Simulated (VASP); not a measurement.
Runs of VASP 6.6.1 on Ta2N. The structure is that of space group P-3m1 (No. 164), or close to it. The cells are those of the table. 

```tsv
potentials or basis	cell	cutoff (eV)	gap on the mesh (eV)	pressure (GPa)	largest force (eV/Å)
VASP PAW PBE potentials, release 64 (Ta_pv, N)	a = 2.926, b = 2.926, c = 5.019 Å, angles 90.0, 90.0, 120.0°, 3 atoms	520	none	23.2	1.31
VASP PAW PBE potentials, release 64 (Ta_pv, N)	a = 2.976, b = 2.976, c = 4.954 Å, angles 90.0, 90.0, 120.0°, 3 atoms	520	none	(b)	0.86
VASP PAW PBE potentials, release 64 (Ta_pv, N)	a = 3.108, b = 3.108, c = 4.449 Å, angles 90.0, 90.0, 120.0°, 3 atoms	520	none	23.1	0.25
VASP PAW PBE potentials, release 64 (Ta_pv, N)	a = 3.161, b = 3.161, c = 4.391 Å, angles 90.0, 90.0, 120.0°, 3 atoms	520	none	(a)	0.64
VASP PAW PBE potentials, release 64 (Ta_pv, N)	a = 3.098, b = 3.098, c = 4.571 Å, angles 90.0, 90.0, 120.0°, 3 atoms	520	none	14.7	0.14
VASP PAW PBE potentials, release 64 (Ta_pv, N)	a = 3.046, b = 3.046, c = 4.632 Å, angles 90.0, 90.0, 120.0°, 3 atoms	520	none	22.4	0.27
VASP PAW PBE potentials, release 64 (Ta_sv_GW, N)	a = 3.130, b = 3.130, c = 4.480 Å, angles 90.0, 90.0, 120.0°, 3 atoms	700	none	(c)	0.40
VASP PAW PBE potentials, release 64 (Ta_sv_GW, N)	a = 3.067, b = 3.067, c = 4.664 Å, angles 90.0, 90.0, 120.0°, 3 atoms	700	none	13.7	0.10
```

Alike in all rows: task single point; level PBEsol; no spin polarisation; k mesh 18 × 18 × 10; smearing gaussian 0.15 eV.

**Question.** Fill in the values left out.

**Answer.** (a) 15.8; (b) 14.6; (c) 14.4.

Caveats: the PAW data sets were made with another functional, which shifts forces and pressure a little; spin-orbit coupling is left out, which moves the levels of the heavy elements; the stress differs along the axes, from 9 to 30 GPa (at least some runs); the stress differs along the axes, from 5 to 19 GPa (at least some runs); the stress differs along the axes, from 14 to 40 GPa (at least some runs); the stress differs along the axes, from 4 to 39 GPa (at least some runs); the stress differs along the axes, from 9 to 25 GPa (at least some runs).

A k mesh can miss the band edges, and the runs leave out spin-orbit coupling on Ta.

A gap of «none» marks levels without a gap at the run's occupations.

The runs don't all hold the same shells in valence.
